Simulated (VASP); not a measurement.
# Cs (Im-3m) in VASP: a series of runs

The runs below take Cs through single point, with PBEsol.

Program: VASP 6.6.1. These are calculated values, not measurements. Logs are shortened: lines on timing, memory, paths and dates and some standing lists are left out, and cuts for length are marked.

### 1 The cell of the first run

Symmetry: Im-3m, No. 229, cubic system. Conventional cell: a = 5.726 Å, b = 5.726 Å, c = 5.726 Å, α = 90.00°, β = 90.00°, γ = 90.00°.

### 2 Single point, PBEsol (volume scaled by 0.85)

INCAR reads:

```
PREC = Accurate
ENCUT = 520
EDIFF = 1E-7
ISMEAR = -1
SIGMA = 0.05
LREAL = False
LASPH = True
NELM = 80
ALGO = Normal
ISIF = 2
LWAVE = False
LCHARG = False
GGA = PS
NBANDS = 10
```

KPOINTS reads:

```
Automatic mesh
0
Gamma
  9 9 9
```

POSCAR reads:

```
Cs
1.0
   -2.8631159090      2.8631159090      2.8631159090
    2.8631159090     -2.8631159090      2.8631159090
    2.8631159090      2.8631159090     -2.8631159090
Cs
1
Direct
    0.0000000000      0.0000000000      0.0000000000
```

Potentials or basis: VASP PAW PBE potentials, release 64 (Cs_sv).

Run with:

```sh
> cat potpaw_PBE.64/Cs_sv/POTCAR > POTCAR
> mpirun -np 1 vasp_std > vasp.out
```

OUTCAR:

```text
PREC = Accurate
   ENCUT = 520
   EDIFF = 1E-7
   ISMEAR = -1
   LREAL = False
   LASPH = True
   NELM = 80
   ISIF = 2
   GGA = PS

 ion  position               nearest neighbor table
   1  0.000  0.000  0.000-

  LATTYP: Found a body centered cubic cell.
 ALAT       =     5.7262318180

  Lattice vectors:

 A1 = (  -2.8631159090,   2.8631159090,   2.8631159090)
 A2 = (   2.8631159090,  -2.8631159090,   2.8631159090)
 A3 = (   2.8631159090,   2.8631159090,  -2.8631159090)

Analysis of symmetry for initial positions (statically):
=====================================================================
 Subroutine PRICEL returns:
 Original cell was already a primitive cell.

 Routine SETGRP: Setting up the symmetry group for a
 body centered cubic supercell.

 Subroutine GETGRP returns: Found 48 space group operations
 (whereof 48 operations were pure point group operations)
 out of a pool of 48 trial point group operations.

The static configuration has the point symmetry O_h .

Analysis of symmetry for dynamics (positions and initial velocities):
=====================================================================
 Subroutine PRICEL returns:
 Original cell was already a primitive cell.

 Routine SETGRP: Setting up the symmetry group for a
 body centered cubic supercell.

 Subroutine GETGRP returns: Found 48 space group operations
 (whereof 48 operations were pure point group operations)
 out of a pool of 48 trial point group operations.

The dynamic configuration has the point symmetry O_h .

 Subroutine INISYM returns: Found 48 space group operations
 (whereof 48 operations are pure point group operations),
 and found     1 'primitive' translations

----------------------------------------------------------------------------------------

                                     Primitive cell

  volume of cell :      93.8808

  direct lattice vectors                    reciprocal lattice vectors
    -2.863115909  2.863115909  2.863115909     0.000000000  0.174634914  0.174634914
     2.863115909 -2.863115909  2.863115909     0.174634914  0.000000000  0.174634914
     2.863115909  2.863115909 -2.863115909     0.174634914  0.174634914  0.000000000

  length of vectors
     4.959062222  4.959062222  4.959062222     0.246971064  0.246971064  0.246971064

  position of ions in fractional coordinates (direct lattice)
     0.000000000  0.000000000  0.000000000

  ion indices of the primitive-cell ions
   primitive index   ion index
                 1           1

----------------------------------------------------------------------------------------

 KPOINTS: Automatic mesh

Automatic generation of k-mesh.
 Grid dimensions read from file:
 generate k-points for:    9    9    9

 Generating k-lattice:

  Cartesian coordinates                     Fractional coordinates (reciprocal lattice)
     0.000000000  0.019403879  0.019403879     0.111111111  0.000000000  0.000000000
     0.019403879  0.000000000  0.019403879     0.000000000  0.111111111  0.000000000
     0.019403879  0.019403879  0.000000000     0.000000000  0.000000000  0.111111111

  Length of vectors
     0.027441229  0.027441229  0.027441229

  Shift w.r.t. Gamma in fractional coordinates (k-lattice)
     0.000000000  0.000000000  0.000000000

 Subroutine IBZKPT returns following result:
 ===========================================

 Found     35 irreducible k-points:

 Following reciprocal coordinates:
            Coordinates               Weight
  0.000000  0.000000  0.000000      1.000000
  0.111111  0.000000  0.000000     12.000000
  0.222222  0.000000  0.000000     12.000000
  0.333333  0.000000  0.000000     12.000000
  0.444444  0.000000  0.000000     12.000000
  0.111111  0.111111  0.000000     24.000000
[... 16 lines left out ...]
 -0.333333  0.444444  0.111111     48.000000
 -0.444444 -0.444444  0.111111     24.000000
 [... further k-points ...]
   k-points           NKPTS =     35   k-points in BZ     NKDIM =     35   number of bands    NBANDS=     10
   number of dos      NEDOS =    301   number of ions     NIONS =      1
   total plane-waves  NPLWV =  64000
   dimension x,y,z NGX =    40 NGY =   40 NGZ =   40
   dimension x,y,z NGXF=    80 NGYF=   80 NGZF=   80
   ions per type =               1
   NGX,Y,Z   is equivalent  to a cutoff of  13.41, 13.41, 13.41 a.u.
   NGXF,Y,Z  is equivalent  to a cutoff of  26.82, 26.82, 26.82 a.u.
 SYSTEM =  unknown system
   PREC   = accura    normal or accurate (medium, high low for compatibility)
   ISTART =      0    job   : 0-new  1-cont  2-samecut
   ICHARG =      2    charge: 1-file 2-atom 10-const
   ISPIN  =      1    spin polarized calculation?
   LNONCOLLINEAR =      F non collinear calculations
   LSORBIT =      F    spin-orbit coupling
   LASPH  =      T    aspherical Exc in radial PAW
   ENCUT  =  520.0 eV  38.22 Ry    6.18 a.u.   9.22  9.22  9.22*2*pi/ulx,y,z
   NELM   =     80;   NELMIN=  2; NELMDL= -5     # of ELM steps
   EDIFF  = 0.1E-06   stopping-criterion for ELM
   LREAL  =      F    real-space projection
   EDIFFG = 0.1E-05   stopping-criterion for IOM
   NSW    =      0    number of steps for IOM
   IBRION =     -1    ionic relax: 0-MD 1-quasi-New 2-CG
   NFREE  =      0    steps in history (QN), initial steepest desc. (CG)
   ISIF   =      2    stress and relaxation
   ISYM   =      2    0-nonsym 1-usesym 2-fastsym
   POTIM  = 0.5000    time-step for ionic-motion
   TEBEG  =    0.0;   TEEND  =   0.0 temperature during run
   PSTRESS=    0.0 pullay stress
   NELECT =       9.0000    total number of electrons
   NUPDOWN=      -1.0000    fix difference up-down
   EMIN   =  10.00;   EMAX   =-10.00  energy-range for DOS
   EFERMI =   0.00;   METHOD = LEGACY
   ISMEAR =    -1;   SIGMA  =   0.05  broadening in eV -4-tet -1-fermi 0-gaus
   EFERMI_NEDOS =   21; number of points for ismear=-14 and -15
   IALGO  =     38    algorithm
   IMIX   =      4    mixing-type and parameters
     AMIX     =   0.40;   BMIX     =  1.00
     AMIX_MAG =   1.60;   BMIX_MAG =  1.00
  volume/ion in A,a.u.               =      93.88       633.54
  Fermi-wavevector in a.u.,A,eV,Ry     =   0.749256  1.415888  7.638095  0.561384
  Thomas-Fermi vector in A             =   1.845733
   LORBIT       =      0    0 simple, 1 ext, 2 COOP (PROOUT), +10 PAW based schemes
   GGA     = PS    functional components
   LHFCALC =     F    Hartree Fock is set to
   AEXX    =    0.0000 exact exchange contribution
   IVDW    =     0    specifies the selected vdW correction
   LEPSILON=     F    determine dielectric tensor
   LRPA    =     F    only Hartree local field effects (RPA)
 non-spin polarized calculation
  energy-cutoff  :      520.00
  volume of cell :       93.88
 maximum number of plane-waves:      2550
 NGX is ok and might be reduce to    40
   NGX = 19   NGY = 19   NGZ = 19

 number of electron       8.9999999 magnetization

 Free energy of the ion-electron system (eV)
  ---------------------------------------------------
  ext. energy  EPLUGINS =         0.00000000
  ---------------------------------------------------
  free energy    TOTEN  =        -0.93318409 eV

  energy without entropy =       -0.92263502  energy(sigma->0) =       -0.92790956

 E-fermi :   0.9121     XC(G=0):  -6.0350

 val. band max:        0.7788813026   @ k =  -0.3333   0.3333   0.2222
 cond. band min:       0.9274066864   @ k =  -0.4444   0.4444   0.1111
 fundamental gap:      0.1485253839
 Fermi energy:         0.9121374987

 k-point     1 :       0.0000    0.0000    0.0000
  band No.  band energies     occupation
      1     -22.8264      2.00000
      2      -9.4994      2.00000
      3      -9.4994      2.00000
      4      -9.4994      2.00000
      5      -0.9754      2.00000
      6       3.5308      0.00000
      7       3.5308      0.00000
      8       3.5308      0.00000
      9       4.5683      0.00000
     10       4.5683      0.00000

 k-point     2 :       0.1111    0.0000    0.0000
  band No.  band energies     occupation
      1     -22.8244      2.00000
      2      -9.5331      2.00000
      3      -9.5098      2.00000
      4      -9.4996      2.00000
      5      -0.8067      2.00000
      6       3.3570      0.00000
      7       3.3729      0.00000
      8       3.7034      0.00000
      9       4.3341      0.00000
     10       4.5361      0.00000

 k-point     3 :       0.2222    0.0000    0.0000
  band No.  band energies     occupation
      1     -22.8193      2.00000
      2      -9.6160      2.00000
      3      -9.5357      2.00000
      4      -9.5001      2.00000
      5      -0.3432      2.00000
      6       2.8407      0.00000
      7       3.0113      0.00000
      8       4.2104      0.00000
      9       4.3495      0.00000
     10       4.5361      0.00000

 k-point     4 :       0.3333    0.0000    0.0000
  band No.  band energies     occupation
      1     -22.8134      2.00000
      2      -9.7062      2.00000
      3      -9.5648      2.00000
      4      -9.5007      2.00000
      5       0.2774      1.99999
      6       2.3359      0.00000
      7       2.7094      0.00000
      8       4.5249      0.00000
      9       4.6921      0.00000
     10       5.0173      0.00000

 k-point     5 :       0.4444    0.0000    0.0000
  band No.  band energies     occupation
      1     -22.8096      2.00000
      2      -9.7630      2.00000
      3      -9.5836      2.00000
      4      -9.5011      2.00000
      5       0.7706      1.88855
      6       2.0864      0.00000
      7       2.5436      0.00000
      8       4.4983      0.00000
      9       5.0200      0.00000
     10       5.8608      0.00000

 k-point     6 :       0.1111    0.1111    0.0000
  band No.  band energies     occupation
      1     -22.8208      2.00000
      2      -9.5900      2.00000
      3      -9.5217      2.00000
      4      -9.5075      2.00000
      5      -0.4888      2.00000
      6       3.0212      0.00000
      7       3.0936      0.00000
      8       4.0490      0.00000
      9       4.1513      0.00000
     10       4.6888      0.00000

 k-point     7 :       0.2222    0.1111    0.0000
  band No.  band energies     occupation
      1     -22.8153      2.00000
      2      -9.6692      2.00000
      3      -9.5532      2.00000
      4      -9.5112      2.00000
      5       0.0697      2.00000
      6       2.5127      0.00000
      7       2.7745      0.00000
      8       4.2292      0.00000
      9       4.6813      0.00000
     10       4.8806      0.00000

 k-point     8 :       0.3333    0.1111   -0.0000
  band No.  band energies     occupation
      1     -22.8105      2.00000
      2      -9.7348      2.00000
      3      -9.5841      2.00000
      4      -9.5125      2.00000
      5       0.6821      1.98010
      6       2.1396      0.00000
      7       2.5543      0.00000
      8       4.3690      0.00000
      9       4.9877      0.00000
     10       5.5005      0.00000

 k-point     9 :       0.4444    0.1111    0.0000
  band No.  band energies     occupation
      1     -22.8085      2.00000
      2      -9.7600      2.00000
      3      -9.5964      2.00000
      4      -9.5129      2.00000
      5       0.9791      0.41559
      6       2.0198      0.00000
      7       2.4726      0.00000
      8       4.3149      0.00000
      9       5.1233      0.00000
     10       6.1222      0.00000
[... 118 lines left out ...]
 k-point    19 :      -0.2222    0.2222    0.1111
  band No.  band energies     occupation
      1     -22.8174      2.00000
      2      -9.6153      2.00000
      3      -9.5468      2.00000
      4      -9.5256      2.00000
      5      -0.1914      2.00000
      6       2.8555      0.00000
      7       3.1206      0.00000
      8       3.6559      0.00000
      9       4.1535      0.00000
     10       5.0316      0.00000

 k-point    20 :      -0.3333    0.3333    0.1111
  band No.  band energies     occupation
      1     -22.8117      2.00000
      2      -9.7001      2.00000
      3      -9.5765      2.00000
      4      -9.5248      2.00000
      5       0.4194      1.99989
      6       2.2998      0.00000
      7       2.8500      0.00000
      8       3.8483      0.00000
      9       4.9503      0.00000
     10       5.0108      0.00000

 k-point    21 :      -0.2222    0.3333    0.1111
  band No.  band energies     occupation
      1     -22.8122      2.00000
      2      -9.6706      2.00000
      3      -9.5789      2.00000
      4      -9.5407      2.00000
      5       0.3335      1.99998
      6       2.4201      0.00000
      7       2.9620      0.00000
      8       3.6601      0.00000
      9       4.6262      0.00000
     10       5.0287      0.00000

 k-point    22 :      -0.4444    0.4444    0.1111
  band No.  band energies     occupation
      1     -22.8080      2.00000
      2      -9.7538      2.00000
      3      -9.5957      2.00000
      4      -9.5240      2.00000
      5       0.9274      0.84848
      6       2.0035      0.00000
      7       2.6963      0.00000
      8       3.8335      0.00000
      9       5.0352      0.00000
     10       5.9612      0.00000

 k-point    23 :      -0.3333    0.4444    0.1111
  band No.  band energies     occupation
      1     -22.8077      2.00000
      2      -9.7222      2.00000
      3      -9.6132      2.00000
      4      -9.5425      2.00000
      5       0.9353      0.77279
      6       2.0318      0.00000
      7       2.7217      0.00000
      8       3.8219      0.00000
      9       4.7138      0.00000
     10       5.5387      0.00000

 k-point    24 :      -0.4444   -0.4444    0.1111
  band No.  band energies     occupation
      1     -22.8059      2.00000
      2      -9.7424      2.00000
      3      -9.6272      2.00000
      4      -9.5424      2.00000
      5       1.2761      0.00138
      6       1.8663      0.00000
      7       2.5723      0.00000
      8       3.7596      0.00000
      9       4.9544      0.00000
     10       6.0169      0.00000

 [... further k-points ...]
[... 5 lines left out ...]
  --------------------------------------------------------------------------------------
  -------------------------------------------------------------------------------------
  Total        0.2188742      0.2188742      0.2188742     -0.0000000     -0.0000000      0.0000000
  in kB        3.7353249      3.7353249      3.7353249     -0.0000000     -0.0000000      0.0000000
  external PRESSURE =       3.7353249 kB  Pullay stress =       0.0000000 kB

 VOLUME and BASIS-vectors are now :
 -----------------------------------------------------------------------------
  energy-cutoff  :      520.00
  volume of cell :       93.88
      direct lattice vectors                 reciprocal lattice vectors
    -2.863115909  2.863115909  2.863115909     0.000000000  0.174634914  0.174634914
     2.863115909 -2.863115909  2.863115909     0.174634914  0.000000000  0.174634914
     2.863115909  2.863115909 -2.863115909     0.174634914  0.174634914  0.000000000

 POSITION                                       TOTAL-FORCE (eV/Angst)
 -----------------------------------------------------------------------------------
      0.00000      0.00000      0.00000        -0.000000     -0.000000      0.000000
 -----------------------------------------------------------------------------------
    total drift:                               -0.000000      0.000000      0.000000

  FREE ENERGIE OF THE ION-ELECTRON SYSTEM (eV)
  ---------------------------------------------------
  free  energy   TOTEN  =        -0.9331840933 eV

  energy  without entropy=       -0.9226350250  energy(sigma->0) =       -0.92790956
```

Wall time 16 s (1 thread of AMD EPYC 9R45 (Zen 5), shared host); peak memory 0.2 GiB.

Results:

```yaml
Free_energy: -0.9332 eV
Pressure: 0.4 GPa
```

Levels at points of the mesh, in eV from the Fermi level:
| k point | band 2 | band 3 | band 4 | band 5 | band 6 | band 7 |
| --- | --- | --- | --- | --- | --- | --- |
| (0.00, 0.00, 0.00) | -10.41 | -10.41 | -10.41 | -1.89 | 2.62 | 2.62 |

Caveat: the PAW data sets were made with another functional, which shifts forces and pressure a little; spin-orbit coupling is left out, which moves the levels of the heavy elements.

[end of part 1 of 2]
